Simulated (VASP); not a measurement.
# InSe in VASP: further runs

InSe is run at these levels: PBE+D3(BJ); tasks: relaxation of cell and atoms.

Everything below comes from runs of VASP 6.6.1. Logs are shortened: lines on timing, memory, paths and dates and some standing lists are left out, and cuts for length are marked.

### 1 The cell of the first run

The cell holds a slab with vacuum, 16 atoms: a = 4.000 Å, b = 4.000 Å, c = 48.678 Å, α = 90.00°, β = 90.00°, γ = 120.00°.

### 2 Relaxation of cell and atoms, PBE+D3(BJ)

Contents of INCAR:

```
PREC = Accurate ; ENCUT = 600
EDIFF = 1E-6 ; ISMEAR = 0
SIGMA = 0.03 ; LREAL = False
LASPH = True ; NELM = 80
ALGO = Normal ; ISIF = 3
LWAVE = False ; LCHARG = False
GGA = PE ; IVDW = 12
IBRION = 2 ; NSW = 90
EDIFFG = -0.01 ; LATTICE_CONSTRAINTS = .TRUE. .TRUE. .FALSE.
KPAR = 8
```

Contents of KPOINTS:

```
regular mesh
0
Gamma
  9 9 1
```

Contents of POSCAR:

```
InSe
1.0
    4.0000000000      0.0000000000      0.0000000000
   -2.0000000000      3.4641016200      0.0000000000
    0.0000000000      0.0000000000     48.6777120000
Se In
8 8
Direct
    0.0000000000      0.0000000000      0.1848895400
    0.0000000000      0.0000000000      0.2949545400
    0.6666666700      0.3333333300      0.3582748500
    0.6666666700      0.3333333300      0.4683398400
    0.3333333300      0.6666666700      0.5316601600
    0.3333333300      0.6666666700      0.6417251500
    0.0000000000      0.0000000000      0.7050454600
    0.0000000000      0.0000000000      0.8151104600
    0.6666666700      0.3333333300      0.2109146800
    0.6666666700      0.3333333300      0.2688600500
    0.3333333300      0.6666666700      0.3842999900
    0.3333333300      0.6666666700      0.4422453500
    0.0000000000      0.0000000000      0.5576852900
    0.0000000000      0.0000000000      0.6156306600
    0.6666666700      0.3333333300      0.7310706000
    0.6666666700      0.3333333300      0.7890159700
```

Potentials or basis: VASP PAW PBE potentials, release 64 (Se, In_d).

Launch:

```sh
$ cat potpaw_PBE.64/Se/POTCAR potpaw_PBE.64/In_d/POTCAR > POTCAR
$ mpirun -np 8 vasp_std > vasp.out
```

OUTCAR:

```text
PREC = Accurate
   ENCUT = 600
   EDIFF = 1E-6
   ISMEAR = 0
   LREAL = False
   LASPH = True
   NELM = 80
   ISIF = 3
   GGA = PE
   IVDW = 12
   IBRION = 2
   NSW = 90
   EDIFFG = -0.01
 IVDW          = 12

 ion  position               nearest neighbor table
   1  0.000  0.000  0.185-   9 2.63   9 2.63   9 2.63
   2  0.000  0.000  0.295-  10 2.64  10 2.64  10 2.64
   3  0.667  0.333  0.358-  11 2.63  11 2.63  11 2.63
   4  0.667  0.333  0.468-  12 2.64  12 2.64  12 2.64
   5  0.333  0.667  0.532-  13 2.63  13 2.63  13 2.63
   6  0.333  0.667  0.642-  14 2.64  14 2.64  14 2.64
   7  0.000  0.000  0.705-  15 2.63  15 2.63  15 2.63
   8  0.000  0.000  0.815-  16 2.64  16 2.64  16 2.64
   9  0.667  0.333  0.211-   1 2.63   1 2.63   1 2.63  10 2.82
  10  0.667  0.333  0.269-   2 2.64   2 2.64   2 2.64   9 2.82
  11  0.333  0.667  0.384-   3 2.63   3 2.63   3 2.63  12 2.82
  12  0.333  0.667  0.442-   4 2.64   4 2.64   4 2.64  11 2.82
  13  0.000  0.000  0.558-   5 2.63   5 2.63   5 2.63  14 2.82
  14  0.000  0.000  0.616-   6 2.64   6 2.64   6 2.64  13 2.82
  15  0.667  0.333  0.731-   7 2.63   7 2.63   7 2.63  16 2.82
  16  0.667  0.333  0.789-   8 2.64   8 2.64   8 2.64  15 2.82

  LATTYP: Found a hexagonal cell.
 ALAT       =     4.0000000000
 C/A-ratio  =    12.1694280000

  Lattice vectors:

 A1 = (   4.0000000000,   0.0000000000,   0.0000000000)
 A2 = (  -2.0000000000,   3.4641016200,   0.0000000000)
 A3 = (   0.0000000000,   0.0000000000,  48.6777120000)

Analysis of symmetry for initial positions (statically):
=====================================================================
 Subroutine PRICEL returns:
 Original cell was already a primitive cell.

 Routine SETGRP: Setting up the symmetry group for a
 hexagonal supercell.

 Subroutine GETGRP returns: Found  6 space group operations
 (whereof  6 operations were pure point group operations)
 out of a pool of 24 trial point group operations.

The static configuration has the point symmetry C_3v.

Analysis of symmetry for dynamics (positions and initial velocities):
=====================================================================
 Subroutine PRICEL returns:
 Original cell was already a primitive cell.

 Routine SETGRP: Setting up the symmetry group for a
 hexagonal supercell.

 Subroutine GETGRP returns: Found  6 space group operations
 (whereof  6 operations were pure point group operations)
 out of a pool of 24 trial point group operations.

The dynamic configuration has the point symmetry C_3v.

 Subroutine INISYM returns: Found  6 space group operations
 (whereof  6 operations are pure point group operations),
 and found     1 'primitive' translations

----------------------------------------------------------------------------------------

                                     Primitive cell

  volume of cell :     674.4982

  direct lattice vectors                    reciprocal lattice vectors
     4.000000000  0.000000000  0.000000000     0.250000000  0.144337567  0.000000000
    -2.000000000  3.464101620  0.000000000     0.000000000  0.288675134  0.000000000
     0.000000000  0.000000000 48.677712000     0.000000000  0.000000000  0.020543283

  length of vectors
     4.000000000  4.000000004 48.677712000     0.288675134  0.288675134  0.020543283

  position of ions in fractional coordinates (direct lattice)
     0.000000000  0.000000000  0.184889540
     0.000000000  0.000000000  0.294954540
     0.666666670  0.333333330  0.358274850
     0.666666670  0.333333330  0.468339840
     0.333333330  0.666666670  0.531660160
     0.333333330  0.666666670  0.641725150
[... 8 lines left out ...]
     0.666666670  0.333333330  0.731070600
     0.666666670  0.333333330  0.789015970

  ion indices of the primitive-cell ions
   primitive index   ion index
                 1           1
                 2           2
                 3           3
                 4           4
                 5           5
                 6           6
[... 8 lines left out ...]
                15          15
                16          16

----------------------------------------------------------------------------------------

 KPOINTS: regular mesh

Automatic generation of k-mesh.
 Grid dimensions read from file:
 generate k-points for:    9    9    1

 Generating k-lattice:

  Cartesian coordinates                     Fractional coordinates (reciprocal lattice)
     0.027777778  0.016037507  0.000000000     0.111111111 -0.000000000  0.000000000
     0.000000000  0.032075015  0.000000000     0.000000000  0.111111111  0.000000000
     0.000000000  0.000000000  0.020543283     0.000000000  0.000000000  1.000000000

  Length of vectors
     0.032075015  0.032075015  0.020543283

  Shift w.r.t. Gamma in fractional coordinates (k-lattice)
     0.000000000  0.000000000  0.000000000

 Subroutine IBZKPT returns following result:
 ===========================================

 Found     12 irreducible k-points:

 Following reciprocal coordinates:
            Coordinates               Weight
  0.000000  0.000000  0.000000      1.000000
  0.111111 -0.000000  0.000000      6.000000
  0.222222 -0.000000  0.000000      6.000000
  0.333333 -0.000000  0.000000      6.000000
  0.444444 -0.000000  0.000000      6.000000
  0.111111  0.111111  0.000000      6.000000
  0.222222  0.111111  0.000000     12.000000
  0.333333  0.111111  0.000000     12.000000
  0.444444  0.111111  0.000000      6.000000
  0.222222  0.222222  0.000000      6.000000
  0.333333  0.222222  0.000000     12.000000
  0.333333  0.333333  0.000000      2.000000
   k-points           NKPTS =     12   k-points in BZ     NKDIM =     12   number of bands    NBANDS=     91
   number of dos      NEDOS =    301   number of ions     NIONS =     16
   total plane-waves  NPLWV = 401408
   dimension x,y,z NGX =    32 NGY =   32 NGZ =  392
   dimension x,y,z NGXF=    64 NGYF=   64 NGZF=  784
   ions per type =               8   8
   NGX,Y,Z   is equivalent  to a cutoff of  13.30, 13.30, 13.39 a.u.
   NGXF,Y,Z  is equivalent  to a cutoff of  26.60, 26.60, 26.78 a.u.
 SYSTEM =  unknown system
   PREC   = accura    normal or accurate (medium, high low for compatibility)
   ISTART =      0    job   : 0-new  1-cont  2-samecut
   ICHARG =      2    charge: 1-file 2-atom 10-const
   ISPIN  =      1    spin polarized calculation?
   LNONCOLLINEAR =      F non collinear calculations
   LSORBIT =      F    spin-orbit coupling
   LASPH  =      T    aspherical Exc in radial PAW
   ENCUT  =  600.0 eV  44.10 Ry    6.64 a.u.   7.99  7.99 97.22*2*pi/ulx,y,z
   NELM   =     80;   NELMIN=  2; NELMDL= -5     # of ELM steps
   EDIFF  = 0.1E-05   stopping-criterion for ELM
   LREAL  =      F    real-space projection
   EDIFFG = -.1E-01   stopping-criterion for IOM
   NSW    =     90    number of steps for IOM
   IBRION =      2    ionic relax: 0-MD 1-quasi-New 2-CG
   NFREE  =      1    steps in history (QN), initial steepest desc. (CG)
   ISIF   =      3    stress and relaxation
   ISYM   =      2    0-nonsym 1-usesym 2-fastsym
   POTIM  = 0.5000    time-step for ionic-motion
   TEBEG  =    0.0;   TEEND  =   0.0 temperature during run
   PSTRESS=    0.0 pullay stress
   NELECT =     152.0000    total number of electrons
   NUPDOWN=      -1.0000    fix difference up-down
   EMIN   =  10.00;   EMAX   =-10.00  energy-range for DOS
   EFERMI =   0.00;   METHOD = LEGACY
   ISMEAR =     0;   SIGMA  =   0.03  broadening in eV -4-tet -1-fermi 0-gaus
   EFERMI_NEDOS =   21; number of points for ismear=-14 and -15
   IALGO  =     38    algorithm
   IMIX   =      4    mixing-type and parameters
     AMIX     =   0.40;   BMIX     =  1.00
     AMIX_MAG =   1.60;   BMIX_MAG =  1.00
  volume/ion in A,a.u.               =      42.16       284.48
  Fermi-wavevector in a.u.,A,eV,Ry     =   0.996236  1.882614 13.503607  0.992487
  Thomas-Fermi vector in A             =   2.128311
   LORBIT       =      0    0 simple, 1 ext, 2 COOP (PROOUT), +10 PAW based schemes
   GGA     = PE    functional components
   LHFCALC =     F    Hartree Fock is set to
   AEXX    =    0.0000 exact exchange contribution
   IVDW    =    12    specifies the selected vdW correction
   LEPSILON=     F    determine dielectric tensor
   LRPA    =     F    only Hartree local field effects (RPA)
 conjugate gradient relaxation of ions
 non-spin polarized calculation
 Gauss-broadening in eV      SIGMA  =   0.03
  energy-cutoff  :      600.00
  volume of cell :      674.50
 maximum number of plane-waves:     22586
 NGX is ok and might be reduce to    32
   NGX = 15   NGY = 15   NGZ =195

--------------------------------------- Ionic step        1  -------------------------------------------

 number of electron     152.0000003 magnetization

 Free energy of the ion-electron system (eV)
  ---------------------------------------------------
  ext. energy  EPLUGINS =         0.00000000
  ---------------------------------------------------
  free energy    TOTEN  =       -56.58908177 eV

  energy without entropy =      -56.58908177  energy(sigma->0) =      -56.58908177

------------------------ aborting loop because EDIFF is reached ----------------------------------------

 Edisp (eV)   -4.48850

 E8    (eV) :    -2.0810

  FORCE on cell =-STRESS in cart. coord.  units (eV):
  Direction    XX          YY          ZZ          XY          YZ          ZX
  --------------------------------------------------------------------------------------
  -------------------------------------------------------------------------------------
  Total       4.31505     4.31505     0.71210     0.00000     0.00000     0.00000
  in kB      10.24981    10.24981     1.69149     0.00000     0.00000     0.00000
  external pressure =        7.40 kB  Pullay stress =        0.00 kB
[... 139 lines left out ...]
  FREE ENERGIE OF THE ION-ELECTRON SYSTEM (eV)
  ---------------------------------------------------
  free  energy   TOTEN  =       -61.1418162220 eV

  energy  without entropy=      -61.1418162220  energy(sigma->0) =      -61.14181622

[... ionic steps 4 to 52 ...]

--------------------------------------- Ionic step       53  -------------------------------------------

 number of electron     152.0000000 magnetization

------------------------ aborting loop because EDIFF is reached ----------------------------------------

 Edisp (eV)   -4.46719

 E8    (eV) :    -2.0720
[... 97 lines left out ...]
  energy  without entropy=      -61.1495396594  energy(sigma->0) =      -61.14953966

--------------------------------------- Ionic step       55  -------------------------------------------

 number of electron     152.0000000 magnetization

 Free energy of the ion-electron system (eV)
  ---------------------------------------------------
  ext. energy  EPLUGINS =         0.00000000
  ---------------------------------------------------
  free energy    TOTEN  =       -56.68400125 eV

  energy without entropy =      -56.68400125  energy(sigma->0) =      -56.68400125

 E-fermi :   1.0986     XC(G=0):  -6.3116

 val. band max:        0.9446459100   @ k =   0.1111  -0.0000   0.0000
 cond. band min:       1.6230569913   @ k =   0.0000   0.0000   0.0000
 fundamental gap:      0.6784110813
 Fermi energy:         1.0985974730

 k-point     1 :       0.0000    0.0000    0.0000
  band No.  band energies     occupation
      1     -13.6694      2.00000
      2     -13.6676      2.00000
      3     -13.6494      2.00000
      4     -13.6421      2.00000
      5     -13.4837      2.00000
      6     -13.4837      2.00000
[... 1081 lines left out ...]
     87       4.4033      0.00000
     88       4.4465      0.00000
 [bands above 88 left out]

------------------------ aborting loop because EDIFF is reached ----------------------------------------

 Edisp (eV)   -4.46556

 E8    (eV) :    -2.0712

  FORCE on cell =-STRESS in cart. coord.  units (eV):
  Direction    XX          YY          ZZ          XY          YZ          ZX
  --------------------------------------------------------------------------------------
  -------------------------------------------------------------------------------------
  Total       0.05383     0.05383    -0.14446    -0.00000    -0.00000     0.00000
  in kB       0.12578     0.12578    -0.33753    -0.00000    -0.00000     0.00000
  external pressure =       -0.03 kB  Pullay stress =        0.00 kB
[... 31 lines left out ...]
  FREE ENERGIE OF THE ION-ELECTRON SYSTEM (eV)
  ---------------------------------------------------
  free  energy   TOTEN  =       -61.1495628235 eV

  energy  without entropy=      -61.1495628235  energy(sigma->0) =      -61.14956282

 reached required accuracy - stopping structural energy minimisation
```

Wall time 1.5 h (8 MPI ranks of Intel Xeon Platinum 8559C (Emerald Rapids), shared host); peak memory 1.3 GiB.

What came out:

| Item | Value |
| --- | --- |
| Free energy | -61.1496 eV |
| Relaxed cell | a = 4.033 Å, b = 4.033 Å, c = 48.678 Å, α = 90.00°, β = 90.00°, γ = 120.00° |
| Space group after relaxing (to 0.1 Å) | P3m1 (No. 156) |
| Energy gained by relaxing | 4.5 meV/atom |
| Ionic steps | 55 |
| Largest force after relaxing | 0.008 eV/Å |
| Band gap on the k mesh | 0.68 eV (least direct gap 0.71 eV) |
| Dispersion energy per atom | -0.279 eV |

Forces in eV/Å, atoms in the order of the input:
```
Se   0.000  0.000  0.006
Se   0.000  0.000 -0.005
Se   0.000  0.000 -0.008
Se   0.000  0.000  0.008
Se   0.000  0.000 -0.007
Se   0.000  0.000  0.008
Se   0.000  0.000  0.004
Se   0.000  0.000 -0.004
In   0.000  0.000  0.000
In   0.000  0.000  0.001
In   0.000  0.000  0.004
In   0.000  0.000 -0.001
In   0.000  0.000  0.003
In   0.000  0.000 -0.006
In   0.000  0.000  0.000
In   0.000  0.000 -0.004
```

The path:
| step | energy change (eV) | largest force (eV/Å) | pressure (GPa) | volume (Å³) |
| --- | --- | --- | --- | --- |
| 1 | 0.0000 | 0.4292 | 0.74 | 674.50 |
| 3 | -0.0642 | 0.0345 | -0.06 | 685.84 |
| 5 | -0.0646 | 0.0235 | -0.08 | 685.55 |
| 7 | -0.0652 | 0.0254 | -0.03 | 683.39 |
| 9 | -0.0654 | 0.0200 | -0.06 | 683.82 |
| 11 | -0.0655 | 0.0125 | -0.09 | 684.14 |
| 13 | -0.0656 | 0.0242 | -0.09 | 684.13 |
| 15 | -0.0659 | 0.0303 | -0.05 | 683.42 |
| 17 | -0.0661 | 0.0288 | -0.05 | 683.46 |
| 19 | -0.0666 | 0.0348 | -0.05 | 683.65 |
| 21 | -0.0668 | 0.0638 | -0.09 | 683.79 |
| 23 | -0.0671 | 0.0631 | -0.07 | 683.76 |
| 25 | -0.0682 | 0.0623 | -0.05 | 683.61 |
| 27 | -0.0697 | 0.0352 | -0.02 | 684.04 |
| 29 | -0.0702 | 0.0229 | -0.04 | 685.07 |
| 31 | -0.0704 | 0.0282 | -0.04 | 685.64 |
| 33 | -0.0705 | 0.0430 | -0.01 | 685.46 |
| 35 | -0.0706 | 0.0263 | -0.01 | 685.61 |
| 37 | -0.0707 | 0.0134 | -0.01 | 685.91 |
| 39 | -0.0709 | 0.0115 | -0.01 | 685.96 |
| 41 | -0.0712 | 0.0445 | 0.00 | 686.19 |
| 43 | -0.0713 | 0.0410 | -0.03 | 686.28 |
| 45 | -0.0715 | 0.0265 | -0.03 | 686.68 |
| 47 | -0.0716 | 0.0249 | -0.08 | 686.92 |
| 49 | -0.0717 | 0.0205 | -0.06 | 686.69 |
| 51 | -0.0719 | 0.0316 | -0.03 | 686.25 |
| 53 | -0.0719 | 0.0143 | 0.00 | 685.49 |
| 55 | -0.0720 | 0.0085 | 0.00 | 685.73 |

Final structure:
```
Se In
1.0
     4.03315    0.00000    0.00000
    -2.01658    3.49281    0.00000
     0.00000    0.00000   48.67771
Se In
8 8
Direct
  0.00000 0.00000 0.18794
  0.00000 0.00000 0.29849
  0.66667 0.33333 0.35926
  0.66667 0.33333 0.46953
  0.33333 0.66667 0.53041
  0.33333 0.66667 0.64070
  0.00000 0.00000 0.70154
  0.00000 0.00000 0.81204
  0.66667 0.33333 0.21453
  0.66667 0.33333 0.27196
  0.33333 0.66667 0.38568
  0.33333 0.66667 0.44306
  0.00000 0.00000 0.55685
  0.00000 0.00000 0.61424
  0.66667 0.33333 0.72802
  0.66667 0.33333 0.78546
```

Levels at points of the mesh, in eV from the valence-band top:
| k point | band 72 | band 73 | band 74 | band 75 | band 76 | band 77 | band 78 | band 79 | band 80 | band 81 |
| --- | --- | --- | --- | --- | --- | --- | --- | --- | --- | --- |
| (0.00, 0.00, 0.00) | -0.93 | -0.93 | -0.90 | -0.47 | -0.03 | 0.68 | 1.07 | 1.47 | 1.78 | 2.24 |

Caveat: spin-orbit coupling is left out, which moves the levels of the heavy elements. Zero-point motion and thermal expansion aren't in these numbers.

### 3 Relaxation of cell and atoms, PBE+D3(BJ)

This run uses another cell than the first one.

Contents of INCAR:

```
PREC = Accurate ; ENCUT = 600
EDIFF = 1E-7 ; ISMEAR = 0
SIGMA = 0.03 ; LREAL = False
LASPH = True ; NELM = 80
ALGO = Normal ; ISIF = 3
LWAVE = False ; LCHARG = False
GGA = PE ; IVDW = 12
IBRION = 2 ; NSW = 90
EDIFFG = -0.005 ; LATTICE_CONSTRAINTS = .TRUE. .TRUE. .FALSE.
KPAR = 8
```

KPOINTS is that of step 2.

Contents of POSCAR:

```
InSe                                    
1.0
    4.0331521166      0.0000000000      0.0000000000
   -2.0165760583      3.4928121953      0.0000000000
    0.0000000000      0.0000000000     48.6777120000
  Se              In            
     8     8
Direct
     0.0000000000000000    0.0000000000000000    0.1879424213051437
     0.0000000000000000    0.0000000000000000    0.2984851191543082
     0.6666666699999979    0.3333333300000021    0.3592610405747665
     0.6666666699999979    0.3333333300000021    0.4695318719324120
     0.3333333300000021    0.6666666699999979    0.5304130384162484
     0.3333333300000021    0.6666666699999979    0.6407031262002856
     0.0000000000000000    0.0000000000000000    0.7015381808824840
     0.0000000000000000    0.0000000000000000    0.8120389387315112
     0.6666666699999979    0.3333333300000021    0.2145278885451569
     0.6666666699999979    0.3333333300000021    0.2719638336930786
     0.3333333300000021    0.6666666699999979    0.3856803535942511
     0.3333333300000021    0.6666666699999979    0.4430625919828378
     0.0000000000000000    0.0000000000000000    0.5568489725853650
     0.0000000000000000    0.0000000000000000    0.6142431626581975
     0.6666666699999979    0.3333333300000021    0.7280221879030366
     0.6666666699999979    0.3333333300000021    0.7854598618409276
```

Potentials or basis: VASP PAW PBE potentials, release 64 (Se, In_d).

Launch:

```sh
$ cat potpaw_PBE.64/Se/POTCAR potpaw_PBE.64/In_d/POTCAR > POTCAR
$ mpirun -np 8 vasp_std > vasp.out
```

Run time: 12 min. Hardware: 8 MPI ranks of Intel Xeon Platinum 8559C (Emerald Rapids), shared host; peak memory 1.3 GiB.

Results (log left out):

| Property | Result |
| --- | --- |
| Free energy | -61.1502 eV |
| Relaxed cell | a = 4.034 Å, b = 4.034 Å, c = 48.678 Å, α = 90.00°, β = 90.00°, γ = 120.00° |
| Space group after relaxing (to 0.1 Å) | P3m1 (No. 156) |
| Energy gained by relaxing | 0.0 meV/atom |
| Ionic steps | 4 |
| Largest force after relaxing | 0.004 eV/Å |
| Band gap on the k mesh | 0.68 eV (least direct gap 0.70 eV) |
| Dispersion energy per atom | -0.279 eV |

Forces in eV/Å, atoms in the order of the input:
```
Se   0.000  0.000  0.003
Se   0.000  0.000 -0.002
Se   0.000  0.000  0.000
Se   0.000  0.000  0.001
Se   0.000  0.000  0.000
Se   0.000  0.000 -0.001
Se   0.000  0.000  0.002
Se   0.000  0.000 -0.004
In   0.000  0.000  0.004
In   0.000  0.000 -0.002
In   0.000  0.000 -0.004
In   0.000  0.000  0.004
In   0.000  0.000 -0.004
In   0.000  0.000  0.004
In   0.000  0.000  0.001
In   0.000  0.000 -0.002
```

Final structure:
```
Se In
1.0
     4.03372    0.00000    0.00000
    -2.01686    3.49330    0.00000
     0.00000    0.00000   48.67771
Se In
8 8
Cartesian
  0.0000 0.0000 9.1495
  0.0000 0.0000 14.5289
  2.0169 1.1644 17.4872
  2.0169 1.1644 22.8566
  0.0000 2.3289 25.8187
  0.0000 2.3289 31.1887
  0.0000 0.0000 34.1498
  0.0000 0.0000 39.5275
  2.0169 1.1644 10.4428
  2.0169 1.1644 13.2387
  0.0000 2.3289 18.7742
  0.0000 2.3289 21.5675
  0.0000 0.0000 27.1061
  0.0000 0.0000 29.8996
  2.0169 1.1644 35.4384
  2.0169 1.1644 38.2340
```

Levels at points of the mesh, in eV from the valence-band top:
| k point | band 74 | band 75 | band 76 | band 77 | band 78 | band 79 |
| --- | --- | --- | --- | --- | --- | --- |
| (0.00, 0.00, 0.00) | -0.90 | -0.47 | -0.03 | 0.68 | 1.07 | 1.47 |

Caveat: spin-orbit coupling is left out, which moves the levels of the heavy elements.
